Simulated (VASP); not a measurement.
# Nb (Im-3m) in VASP: a series of runs, part 2 of 2

VASP 6.6.1. Earlier steps stand in the parts before.

## (3) Single point, PBE

File INCAR:

```
SYSTEM = Nb
  PREC = Accurate
  ENCUT = 520
  EDIFF = 1E-6
  ISMEAR = 0
  SIGMA = 0.05
  LREAL = .False.
  LASPH = .True.
  NELM = 100
  ALGO = Normal
  ISIF = 2
  LWAVE = .False.
  LCHARG = .False.
  GGA = PE
  NBANDS = 12
```

File KPOINTS:

```
regular mesh
0
Gamma
  11 11 11
  0 0 0
```

File POSCAR:

```
Nb
1.0
   -1.6680600000      1.6680600000      1.6680600000
    1.6680600000     -1.6680600000      1.6680600000
    1.6680600000      1.6680600000     -1.6680600000
Nb
1
Direct
    0.0000000000      0.0000000000      0.0000000000
```

Potentials or basis: VASP PAW PBE potentials, release 64 (Nb_sv).

Command:

```bash
$ cat potpaw_PBE.64/Nb_sv/POTCAR > POTCAR
$ mpirun -np 1 vasp_std > vasp.out
```

OUTCAR:

```text
SYSTEM = Nb
   PREC = Accurate
   ENCUT = 520
   EDIFF = 1E-6
   ISMEAR = 0
   LREAL = .False.
   LASPH = .True.
   NELM = 100
   ISIF = 2
   GGA = PE

 ion  position               nearest neighbor table
   1  0.000  0.000  0.000-

  LATTYP: Found a body centered cubic cell.
 ALAT       =     3.3361200000

  Lattice vectors:

 A1 = (  -1.6680600000,   1.6680600000,   1.6680600000)
 A2 = (   1.6680600000,  -1.6680600000,   1.6680600000)
 A3 = (   1.6680600000,   1.6680600000,  -1.6680600000)

Analysis of symmetry for initial positions (statically):
=====================================================================
 Subroutine PRICEL returns:
 Original cell was already a primitive cell.

 Routine SETGRP: Setting up the symmetry group for a
 body centered cubic supercell.

 Subroutine GETGRP returns: Found 48 space group operations
 (whereof 48 operations were pure point group operations)
 out of a pool of 48 trial point group operations.

The static configuration has the point symmetry O_h .

Analysis of symmetry for dynamics (positions and initial velocities):
=====================================================================
 Subroutine PRICEL returns:
 Original cell was already a primitive cell.

 Routine SETGRP: Setting up the symmetry group for a
 body centered cubic supercell.

 Subroutine GETGRP returns: Found 48 space group operations
 (whereof 48 operations were pure point group operations)
 out of a pool of 48 trial point group operations.

The dynamic configuration has the point symmetry O_h .

 Subroutine INISYM returns: Found 48 space group operations
 (whereof 48 operations are pure point group operations),
 and found     1 'primitive' translations

----------------------------------------------------------------------------------------

                                     Primitive cell

  volume of cell :      18.5650
[... 108 lines left out ...]
  volume/ion in A,a.u.               =      18.57       125.28
  Fermi-wavevector in a.u.,A,eV,Ry     =   1.453754  2.747197 28.754566  2.113401
  Thomas-Fermi vector in A             =   2.570984
   LORBIT       =      0    0 simple, 1 ext, 2 COOP (PROOUT), +10 PAW based schemes
   GGA     = PE    functional components
   LHFCALC =     F    Hartree Fock is set to
   AEXX    =    0.0000 exact exchange contribution
   IVDW    =     0    specifies the selected vdW correction
   LEPSILON=     F    determine dielectric tensor
   LRPA    =     F    only Hartree local field effects (RPA)
 non-spin polarized calculation
 Gauss-broadening in eV      SIGMA  =   0.05
  energy-cutoff  :      520.00
  volume of cell :       18.57
 maximum number of plane-waves:       531
 NGX is ok and might be reduce to    24
   NGX = 11   NGY = 11   NGZ = 11

 number of electron      12.9999999 magnetization

 Free energy of the ion-electron system (eV)
  ---------------------------------------------------
  ext. energy  EPLUGINS =         0.00000000
  ---------------------------------------------------
  free energy    TOTEN  =       -10.20516769 eV

  energy without entropy =      -10.20268939  energy(sigma->0) =      -10.20392854

 E-fermi :  10.7007     XC(G=0): -12.3476

 val. band max:       10.7005495799   @ k =  -0.3636   0.3636   0.1818
 cond. band min:      10.7191120951   @ k =  -0.1818   0.1818   0.0909
 fundamental gap:      0.0185625152
 Fermi energy:        10.7006549721

 k-point     1 :       0.0000    0.0000    0.0000
  band No.  band energies     occupation
      1     -43.6698      2.00000
      2     -19.0269      2.00000
      3     -19.0269      2.00000
      4     -19.0269      2.00000
      5       4.8707      2.00000
      6      11.1237      0.00000
      7      11.1237      0.00000
      8      11.1237      0.00000
      9      13.9340      0.00000
     10      13.9340      0.00000
     11      24.8951      0.00000
     12      24.8951      0.00000
[... 331 lines left out ...]
 k-point    24 :       0.3636    0.1818    0.0909
  band No.  band energies     occupation
      1     -43.4415      2.00000
      2     -20.0431      2.00000
      3     -19.5851      2.00000
      4     -19.2306      2.00000
      5       8.4322      2.00000
      6       9.2433      2.00000
      7      11.0229      0.00000
      8      14.2954      0.00000
      9      14.6840      0.00000
     10      19.4960      0.00000
     11      20.8569      0.00000
     12      23.1840      0.00000

 [... further k-points ...]
[... 5 lines left out ...]
  --------------------------------------------------------------------------------------
  -------------------------------------------------------------------------------------
  Total       -0.3907430     -0.3907430     -0.3907430      0.0000000      0.0000000     -0.0000000
  in kB      -33.7214893    -33.7214893    -33.7214893      0.0000000      0.0000000     -0.0000000
  external PRESSURE =     -33.7214893 kB  Pullay stress =       0.0000000 kB

 VOLUME and BASIS-vectors are now :
 -----------------------------------------------------------------------------
  energy-cutoff  :      520.00
  volume of cell :       18.57
      direct lattice vectors                 reciprocal lattice vectors
    -1.668060000  1.668060000  1.668060000     0.000000000  0.299749409  0.299749409
     1.668060000 -1.668060000  1.668060000     0.299749409  0.000000000  0.299749409
     1.668060000  1.668060000 -1.668060000     0.299749409  0.299749409  0.000000000

 POSITION                                       TOTAL-FORCE (eV/Angst)
 -----------------------------------------------------------------------------------
      0.00000      0.00000      0.00000         0.000000      0.000000      0.000000
 -----------------------------------------------------------------------------------
    total drift:                                0.000000      0.000000      0.000000

  FREE ENERGIE OF THE ION-ELECTRON SYSTEM (eV)
  ---------------------------------------------------
  free  energy   TOTEN  =       -10.2051676902 eV

  energy  without entropy=      -10.2026893877  energy(sigma->0) =      -10.20392854
```

OSZICAR:

```text
N       E                     dE             d eps       ncg     rms          rms(c)
DAV:   1     0.118856438632E+03    0.11886E+03   -0.72381E+03  1360   0.107E+03
DAV:   2    -0.583203184699E+01   -0.12469E+03   -0.12022E+03  1456   0.389E+02
DAV:   3    -0.103973377644E+02   -0.45653E+01   -0.43850E+01  1996   0.658E+01
DAV:   4    -0.106545087865E+02   -0.25717E+00   -0.25515E+00  1856   0.139E+01
DAV:   5    -0.106639409763E+02   -0.94322E-02   -0.93833E-02  1916   0.225E+00    0.682E+00
DAV:   6    -0.102471643790E+02    0.41678E+00   -0.63250E-01  2124   0.100E+01    0.236E+00
DAV:   7    -0.101998335756E+02    0.47331E-01   -0.18359E-01  2224   0.540E+00    0.987E-01
DAV:   8    -0.102050946183E+02   -0.52610E-02   -0.12780E-02  1604   0.150E+00    0.366E-02
DAV:   9    -0.102051544962E+02   -0.59878E-04   -0.90768E-04  2140   0.273E-01    0.411E-02
DAV:  10    -0.102051738609E+02   -0.19365E-04   -0.27967E-05  1584   0.675E-02    0.143E-02
DAV:  11    -0.102051679689E+02    0.58919E-05   -0.60826E-06  1812   0.405E-02    0.256E-03
DAV:  12    -0.102051676902E+02    0.27872E-06   -0.17569E-07   920   0.537E-03
   1 F= -.10205168E+02 E0= -.10203929E+02  d E =-.247830E-02
```

stdout:

```text
POSCAR found type information on POSCAR Nb
 POSCAR found :  1 types and       1 ions
 scaLAPACK will be used
 LDA part: xc-table for (Slater+PW92), standard interpolation
 POSCAR, INCAR and KPOINTS ok, starting setup
 FFT: planning ... GRIDC
 FFT: planning ... GRID_SOFT
 FFT: planning ... GRID
 WAVECAR not read
 entering main loop
```

Run time: 5.4 s. Hardware: 1 thread of Intel Xeon 6975P-C (Granite Rapids), shared host; peak memory 0.14 GiB.

What came out:

```yaml
Free_energy: -10.2052 eV
Pressure: -3.4 GPa
```

Levels at points of the mesh, in eV from the Fermi level:
```
           k point  band 2  band 3  band 4  band 5  band 6  band 7  band 8  band 9  band 10  band 11
(0.00, 0.00, 0.00)  -29.73  -29.73  -29.73   -5.83    0.42    0.42    0.42    3.23     3.23    14.19
```

## (4) Single point, PBE

File INCAR:

```
PREC = Accurate ; ENCUT = 520
EDIFF = 1E-7 ; ISMEAR = 0
SIGMA = 0.05 ; LREAL = F
LASPH = T ; NELM = 100
ALGO = Normal ; ISIF = 2
LWAVE = F ; LCHARG = F
GGA = PE ; NBANDS = 12
```

File KPOINTS:

```
regular mesh
0
Gamma
  11 11 11
```

POSCAR is that of step 3.

Command:

```bash
$ cat potpaw_PBE.64/Nb_sv/POTCAR > POTCAR
$ mpirun -np 1 vasp_std > vasp.out
```

Wall time 5.7 s (1 thread of Intel Xeon 6975P-C (Granite Rapids), shared host); peak memory 0.14 GiB.

Results (log left out):

* Free energy: -10.2052 eV
* Pressure: -3.4 GPa

Levels at points of the mesh, in eV from the Fermi level:
| k point | band 4 | band 5 | band 6 | band 7 | band 8 | band 9 |
| --- | --- | --- | --- | --- | --- | --- |
| (0.00, 0.00, 0.00) | -29.73 | -5.83 | 0.42 | 0.42 | 0.42 | 3.23 |

## (5) Single point, PBE

File INCAR:

```
SYSTEM = Nb
PREC = Accurate ; ENCUT = 520
EDIFF = 1E-7 ; ISMEAR = -1
SIGMA = 5E-4 ; LREAL = .FALSE.
LASPH = .TRUE. ; NELM = 60
ALGO = Normal ; ISIF = 2
LWAVE = .FALSE. ; LCHARG = .FALSE.
GGA = PE ; NBANDS = 12
```

File KPOINTS:

```
Automatic mesh
0
G
  11 11 11
  0 0 0
```

POSCAR is that of step 4.

Command:

```bash
$ cat potpaw_PBE.64/Nb_sv/POTCAR > POTCAR
$ mpirun -np 1 vasp_std > vasp.out
```

It took 5.6 s on 1 thread of Intel Xeon 6975P-C (Granite Rapids), shared host; peak memory 0.14 GiB.

Results (log left out):

* Free energy: -10.2037 eV
* Pressure: -3.3 GPa

Levels at points of the mesh, in eV from the Fermi level:
```
           k point  band 4  band 5  band 6  band 7  band 8  band 9
(0.00, 0.00, 0.00)  -29.72   -5.82    0.43    0.43    0.43    3.24
```

## (6) Single point, PBE

File INCAR:

```
SYSTEM = Nb
PREC = Accurate
ENCUT = 500
EDIFF = 1E-6
ISMEAR = -1
SIGMA = 0.1
LREAL = .False.
LASPH = .True.
NELM = 120
ALGO = Normal
ISIF = 2
LWAVE = .False.
LCHARG = .True.
GGA = PE
LELF = .True.
LVHAR = .True.
NBANDS = 12
GGA_COMPAT = .False.
```

File KPOINTS:

```
regular mesh
0
Gamma
  11 11 11
  0 0 0
```

POSCAR is that of step 5.

Potentials or basis: VASP PAW PBE potentials, release 64 (Nb_sv).

Command:

```bash
$ cat potpaw_PBE.64/Nb_sv/POTCAR > POTCAR
$ mpirun -np 1 vasp_std > vasp.out
```

Run time: 34 s. Hardware: 1 thread of AMD EPYC 7R13, shared host; peak memory 0.11 GiB.

Results (log left out):

* Free energy: -10.2323 eV
* Pressure: -3.6 GPa

Levels at points of the mesh, in eV from the Fermi level:
| k point | band 3 | band 4 | band 5 | band 6 | band 7 | band 8 | band 9 | band 10 |
| --- | --- | --- | --- | --- | --- | --- | --- | --- |
| (0.00, 0.00, 0.00) | -29.76 | -29.76 | -5.88 | 0.38 | 0.38 | 0.38 | 3.19 | 3.19 |

## (7) Summary

```csv
k mesh,cutoff (eV),smearing,gap on the mesh (eV),pressure (GPa)
6 × 6 × 6,520,gaussian 0.05 eV,none,-6.8
11 × 11 × 11,520,gaussian 0.05 eV,none,-3.4
11 × 11 × 11,520,fermi-dirac 0.0005 eV,none,-3.3
11 × 11 × 11,500,fermi-dirac 0.1 eV,none,-3.6
```

Alike in all rows: task single point; level PBE; potentials or basis VASP PAW PBE potentials, release 64 (Nb_sv); no spin polarisation; cell as given.

Caveats: some runs use coarse meshes.

Total energies depend on the potentials used, so only differences within one code and one set of settings carry meaning.
